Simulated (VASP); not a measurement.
Crystal: Ga3Se.

```
Se Ga
1.0
     4.40272    0.00000    0.00000
     0.00000    4.40272    0.00000
     0.00000    0.00000    4.40272
Se Ga
1 3
Direct
  0.00000 0.00000 0.00000
  0.50000 0.50000 0.00000
  0.50000 0.00000 0.50000
  0.00000 0.50000 0.50000
```

Base run:

| Item | Value |
| --- | --- |
| Program | VASP 6.6.1 |
| Functional | r2SCAN |
| Potentials or basis | VASP PAW PBE potentials, release 64 (Se, Ga_d) |
| Cutoff | 520 eV |
| k mesh | 6 × 6 × 6 |
| Occupations | fermi-dirac, width 0.05 eV |
| Spin | no spin polarisation |

Its results: pressure -0.9 GPa.

Task: After a change of settings the same cell gave: pressure 0.4 GPa. Which change was it?
A. functional from r2SCAN to PBE; further incar settings from ALGO = Normal; EDIFF = 1e-07; NBANDS = 30 to ALGO = Normal; EDIFF = 1e-06; NBANDS = 30
B. functional from r2SCAN to PBEsol; further incar settings from ALGO = Normal; EDIFF = 1e-07; NBANDS = 30 to ALGO = Normal; EDIFF = 1e-06; NBANDS = 30
C. functional from r2SCAN to PBEsol

Result: A.

Caveats: the PAW data sets were made with another functional, which shifts forces and pressure a little (some runs).
